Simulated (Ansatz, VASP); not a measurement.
Pt: VASP beside Ansatz

The input INCAR:

```
PREC     = Accurate       # precision mode
ENCUT    = 520            # plane-wave cutoff, eV
EDIFF    = 1E-6           # SCF threshold, eV
ISMEAR   = -1             # smearing method
SIGMA    = 0.05           # smearing width, eV
LREAL    = False          # projectors in reciprocal space
LASPH    = True           # aspherical terms in the spheres
NELM     = 100            # most SCF steps
ALGO     = Normal         # electronic algorithm
ISIF     = 2              # what is computed and relaxed
LWAVE    = False          # write WAVECAR
LCHARG   = False          # write CHGCAR
GGA      = PE             # functional
NBANDS   = 11             # bands
```

The input KPOINTS:

```
Automatic mesh
0
Gamma
  15 15 15
```

File POSCAR:

```
Pt
1.0
   -1.6123403377      1.6123403377      1.6123403377
    1.6123403377     -1.6123403377      1.6123403377
    1.6123403377      1.6123403377     -1.6123403377
Pt
1
Direct
    0.0000000000      0.0000000000      0.0000000000
```

Input for Ansatz:

```yaml
crystal:
  lattice:
    - [-1.6123403377, 1.6123403377, 1.6123403377]
    - [1.6123403377, -1.6123403377, 1.6123403377]
    - [1.6123403377, 1.6123403377, -1.6123403377]
  atoms:
    - { symbol: Pt, position: [0.0, 0.0, 0.0] }
kpoints:
  mp_grid: { grid: [15, 15, 15] }
scf:
  occupations: { method: fermi_dirac, width: 0.05 }
hamiltonian:
  xc: pbe
  pseudopotentials: { kind: all_electron, lapw: { basis_error: 0.0005 } }
output:
  forces: true
  stress: true
  eigenvalues: true
```

Change from the starting cell: volume scaled by 1.06.

Alike in both runs: task single point; functional PBE; k mesh 15 × 15 × 15; occupations fermi-dirac, width 0.05 eV; no spin polarisation.

|  | VASP | Ansatz |
| --- | --- | --- |
| version | VASP 6.6.1 | Ansatz 0.2.0 |
| potentials or method | VASP PAW PBE potentials, release 64 (Pt), cutoff 520 eV | all-electron LAPW, scalar-relativistic |

|  | VASP | Ansatz | Ansatz less VASP |
| --- | --- | --- | --- |
| pressure (GPa) | -12.2 | -11.8 | +0.34 |

Ansatz ran all-electron here, and VASP with PAW potentials.

Spin-orbit coupling is off throughout.
